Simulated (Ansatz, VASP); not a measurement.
## One calculation of HgPt, two programs

```
CELL_PARAMETERS angstrom
2.97100 0.00000 0.00000
0.00000 2.97100 0.00000
0.00000 0.00000 3.82500
ATOMIC_POSITIONS crystal
Hg 0.00000 0.00000 0.00000
Pt 0.50000 0.50000 0.50000
```

Alike in both runs: task electric field gradients; functional LDA; k mesh 12 × 12 × 10; occupations fermi-dirac, width 0.03 eV; no spin polarisation.

```csv
,VASP,Ansatz
version,VASP 6.6.1,Ansatz 0.2.0
potentials or method,"VASP PAW LDA potentials, release 64 (Hg, Pt)","PAW with Ansatz's default frozen-core files, scalar-relativistic"
plane-wave cutoff (eV),520,420
valence electrons in the cell,22,38
```

Ansatz gave:

| Item | Value |
| --- | --- |
| pressure (GPa) | -1.7 |
| traceless stress, the component that is largest in VASP (GPa) | 0.40 |
| size of Vzz on the site where it differs most (V/Å²) | 111.1 |

Task: What did VASP give for the same quantities?

Result: Pressure (GPa): 0.4; traceless stress, the component that is largest in VASP (GPa): 0.52; size of Vzz on the site where it differs most (V/Å²): 103.8.

LDA's correlation is that of Perdew and Zunger in VASP and of Perdew and Wang (1992) in Ansatz. VASP's potentials hold 22 valence electrons a cell and Ansatz's 38, so a difference there can come from the potentials and not from the codes.

Spin-orbit coupling is off throughout.
